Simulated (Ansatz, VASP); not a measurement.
TaSi2: VASP beside Ansatz

```
Ta Si
1.0
     4.80481    0.00000    0.00000
    -2.40241    4.16109    0.00000
     0.00000    0.00000    6.60173
Ta Si
3 6
Direct
  0.50000 0.00000 0.50000
  0.00000 0.50000 0.16667
  0.50000 0.50000 0.83333
  0.15895 0.31789 0.50000
  0.31789 0.15895 0.16667
  0.84105 0.15895 0.83333
  0.84105 0.68211 0.50000
  0.68211 0.84105 0.16667
  0.15895 0.84105 0.83333
```

Alike in both runs: functional PBE; k mesh 4 × 4 × 3; occupations gaussian, width 0.2 eV; no spin polarisation.

Ansatz relaxed the structure, and its values are those at the end. VASP's run is a single point on that final structure, the one shown.

|  | VASP | Ansatz |
| --- | --- | --- |
| version | VASP 6.6.1 | Ansatz 0.2.0 |
| potentials or method | VASP PAW PBE potentials, release 64 (Ta_pv, Si), cutoff 520 eV | scalar-relativistic, plane waves, PAW |
| valence electrons in the cell | 57 | 63 |

|  | VASP | Ansatz | Ansatz less VASP |
| --- | --- | --- | --- |
| gap on the k mesh at the Fermi level (eV) | none | none | - |
| pressure (GPa) | 0.1 | 0.0 | -0.09 |
| rms of the force components (eV/Å) | 0.006 | 0.004 | -0.0019 |

A gap of «none» marks a metal or a gap that the smearing closes. VASP's potentials hold 57 valence electrons a cell and Ansatz's 63, so a difference there can come from the potentials and not from the codes.

The k mesh is coarse, so the values compare programs but aren't converged. Spin-orbit coupling is off throughout.
